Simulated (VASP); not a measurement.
# W (P6_3/mmc) in VASP: a series of runs, part 2 of 2

VASP 6.6.1. Earlier steps stand in the parts before.

### Step 3. Relaxation of cell and atoms, PBE

INCAR reads:

```
PREC     = Accurate       # precision mode
ENCUT    = 600            # plane-wave cutoff, eV
EDIFF    = 1E-6           # SCF threshold, eV
ISMEAR   = 0              # smearing method
SIGMA    = 0.1            # smearing width, eV
LREAL    = F              # projectors in reciprocal space
LASPH    = T              # aspherical terms in the spheres
NELM     = 100            # most SCF steps
ALGO     = Normal         # electronic algorithm
ISIF     = 3              # what is computed and relaxed
LWAVE    = F              # write WAVECAR
LCHARG   = F              # write CHGCAR
GGA      = PE             # functional
IBRION   = 2              # ionic algorithm
NSW      = 100            # ionic steps
EDIFFG   = -0.002         # ionic threshold
```

KPOINTS reads:

```
regular mesh
0
Gamma
  18 18 8
```

POSCAR reads:

```
W
1.0
    2.7798322761      0.0000000000      0.0000000000
   -1.3899161380      2.4074053694      0.0000000000
    0.0000000000      0.0000000000      4.9479519730
W
2
Direct
    0.3333333333      0.6666666667      0.2500000000
    0.6666666667      0.3333333333      0.7500000000
```

Potentials or basis: VASP PAW PBE potentials, release 64 (W_sv).

On the command line:

```console
> cat potpaw_PBE.64/W_sv/POTCAR > POTCAR
> mpirun -np 1 vasp_std > vasp.out
```

OUTCAR:

```text
PREC = Accurate
   ENCUT = 600
   EDIFF = 1E-6
   ISMEAR = 0
   LREAL = F
   LASPH = T
   NELM = 100
   ISIF = 3
   GGA = PE
   IBRION = 2
   NSW = 100
   EDIFFG = -0.002

 ion  position               nearest neighbor table
   1  0.333  0.667  0.250-   2 2.95   2 2.95   2 2.95   2 2.95   2 2.95   2 2.95
   2  0.667  0.333  0.750-   1 2.95   1 2.95   1 2.95   1 2.95   1 2.95   1 2.95

  LATTYP: Found a hexagonal cell.
 ALAT       =     2.7798322761
 C/A-ratio  =     1.7799462275

  Lattice vectors:

 A1 = (   2.7798322761,   0.0000000000,   0.0000000000)
 A2 = (  -1.3899161380,   2.4074053694,   0.0000000000)
 A3 = (   0.0000000000,   0.0000000000,   4.9479519730)

Analysis of symmetry for initial positions (statically):
=====================================================================
 Subroutine PRICEL returns:
 Original cell was already a primitive cell.

 Routine SETGRP: Setting up the symmetry group for a
 hexagonal supercell.

 Subroutine GETGRP returns: Found 24 space group operations
 (whereof 12 operations were pure point group operations)
 out of a pool of 24 trial point group operations.

The static configuration has the point symmetry D_3d.
 The point group associated with its full space group is D_6h.

Analysis of symmetry for dynamics (positions and initial velocities):
=====================================================================
 Subroutine PRICEL returns:
 Original cell was already a primitive cell.

 Routine SETGRP: Setting up the symmetry group for a
 hexagonal supercell.

 Subroutine GETGRP returns: Found 24 space group operations
 (whereof 12 operations were pure point group operations)
 out of a pool of 24 trial point group operations.

[... 141 lines left out ...]
--------------------------------------- Ionic step        1  -------------------------------------------

 number of electron      28.0000002 magnetization

 Free energy of the ion-electron system (eV)
  ---------------------------------------------------
  ext. energy  EPLUGINS =         0.00000000
  ---------------------------------------------------
  free energy    TOTEN  =       -24.91034395 eV

  energy without entropy =      -24.89871417  energy(sigma->0) =      -24.90452906

------------------------ aborting loop because EDIFF is reached ----------------------------------------

  FORCE on cell =-STRESS in cart. coord.  units (eV):
  Direction    XX          YY          ZZ          XY          YZ          ZX
  --------------------------------------------------------------------------------------
  -------------------------------------------------------------------------------------
  Total       -0.0496304     -0.0496304      0.0526702     -0.0000000      0.0000000     -0.0000000
  in kB       -2.4014055     -2.4014055      2.5484845     -0.0000000      0.0000000     -0.0000000
  external PRESSURE =      -0.7514422 kB  Pullay stress =       0.0000000 kB
[... 89 lines left out ...]
  FREE ENERGIE OF THE ION-ELECTRON SYSTEM (eV)
  ---------------------------------------------------
  free  energy   TOTEN  =       -24.9103785268 eV

  energy  without entropy=      -24.8987650339  energy(sigma->0) =      -24.90457178

[... ionic steps 4 to 12 ...]

--------------------------------------- Ionic step       13  -------------------------------------------

 number of electron      28.0000002 magnetization

------------------------ aborting loop because EDIFF is reached ----------------------------------------
[... 67 lines left out ...]
--------------------------------------- Ionic step       15  -------------------------------------------

 number of electron      28.0000002 magnetization

 Free energy of the ion-electron system (eV)
  ---------------------------------------------------
  ext. energy  EPLUGINS =         0.00000000
  ---------------------------------------------------
  free energy    TOTEN  =       -24.91039455 eV

  energy without entropy =      -24.89880144  energy(sigma->0) =      -24.90459799

 E-fermi :  10.4482     XC(G=0): -13.3778

 val. band max:       10.4361747543   @ k =   0.2778   0.2778   0.0000
 cond. band min:      10.4497665061   @ k =   0.3889  -0.0000   0.3750
 fundamental gap:      0.0135917518
 Fermi energy:        10.4481712991

 k-point     1 :       0.0000    0.0000    0.0000
  band No.  band energies     occupation
      1     -63.3273      2.00000
      2     -63.2591      2.00000
      3     -28.0296      2.00000
      4     -27.1451      2.00000
      5     -26.9510      2.00000
      6     -26.9510      2.00000
[... 481 lines left out ...]
      5     -27.5700      2.00000
      6     -27.3195      2.00000
[... 10 lines left out ...]
     17      14.6007      0.00000
     18      15.2550      0.00000

 [... further k-points ...]

------------------------ aborting loop because EDIFF is reached ----------------------------------------

  FORCE on cell =-STRESS in cart. coord.  units (eV):
  Direction    XX          YY          ZZ          XY          YZ          ZX
  --------------------------------------------------------------------------------------
  -------------------------------------------------------------------------------------
  Total       -0.0035124     -0.0035124     -0.0019373     -0.0000000      0.0000000     -0.0000000
  in kB       -0.1699334     -0.1699334     -0.0937255     -0.0000000      0.0000000     -0.0000000
  external PRESSURE =      -0.1445307 kB  Pullay stress =       0.0000000 kB
[... 17 lines left out ...]
  FREE ENERGIE OF THE ION-ELECTRON SYSTEM (eV)
  ---------------------------------------------------
  free  energy   TOTEN  =       -24.9103945471 eV

  energy  without entropy=      -24.8988014428  energy(sigma->0) =      -24.90459799

 reached required accuracy - stopping structural energy minimisation
```

OSZICAR:

```text
N       E                     dE             d eps       ncg     rms          rms(c)
DAV:   1     0.304843549953E+03    0.30484E+03   -0.19286E+04  6660   0.201E+03
DAV:   2    -0.163873084295E+02   -0.32123E+03   -0.31739E+03  7246   0.540E+02
[... 91 lines left out ...]
  14 F= -.24910394E+02 E0= -.24904597E+02  d E =0.311285E-06
       N       E                     dE             d eps       ncg     rms          rms(c)
DAV:   1    -0.249104098868E+02   -0.16157E-04   -0.43795E-04  6700   0.267E-01    0.465E-02
DAV:   2    -0.249103962808E+02    0.13606E-04   -0.26825E-05  6754   0.560E-02    0.125E-02
DAV:   3    -0.249103938883E+02    0.23925E-05   -0.91225E-06  7446   0.296E-02    0.819E-03
DAV:   4    -0.249103945471E+02   -0.65879E-06   -0.28692E-07  3342   0.609E-03
  15 F= -.24910395E+02 E0= -.24904598E+02  d E =-.891521E-06
```

CONTCAR:

```text
W
   1.00000000000000
     2.7785086271101020   -0.0000000000000275   -0.0000000000000000
    -1.3892543135050983    2.4062590557490147    0.0000000000000000
    -0.0000000000000000    0.0000000000000000    4.9532042700834209
  W
     2
Direct
     0.3333333332999970    0.6666666667000030    0.2500000000000000
     0.6666666667000030    0.3333333332999970    0.7500000000000000

  0.00000000E+00  0.00000000E+00  0.00000000E+00
  0.00000000E+00  0.00000000E+00  0.00000000E+00
```

It took 3.8 min on 1 thread of Intel Xeon 6975P-C (Granite Rapids), shared host; peak memory 0.26 GiB.

Results:

| Quantity | Value |
| --- | --- |
| Free energy | -24.9104 eV |
| Relaxed volume | 16.56 Å³/atom |
| Relaxed cell | a = 2.779 Å, b = 2.779 Å, c = 4.953 Å, α = 90.00°, β = 90.00°, γ = 120.00° |
| Space group after relaxing (to 0.1 Å) | P6_3/mmc (No. 194) |
| Energy gained by relaxing | 0.0 meV/atom |
| Ionic steps | 15 |
| Pressure after relaxing | 0.0 GPa |
| Band gap on the k mesh | zero (bands 14 and 15 overlap by 1.62 eV) |

Final structure:
```xyz
2
Lattice="2.7785 0.0000 0.0000 -1.3893 2.4063 0.0000 0.0000 0.0000 4.9532" Properties=species:S:1:pos:R:3 pbc="T T T"
W     0.0000    1.6042    1.2383
W     1.3893    0.8021    3.7149
```

Caveat: spin-orbit coupling is left out, which moves the levels of the heavy elements.
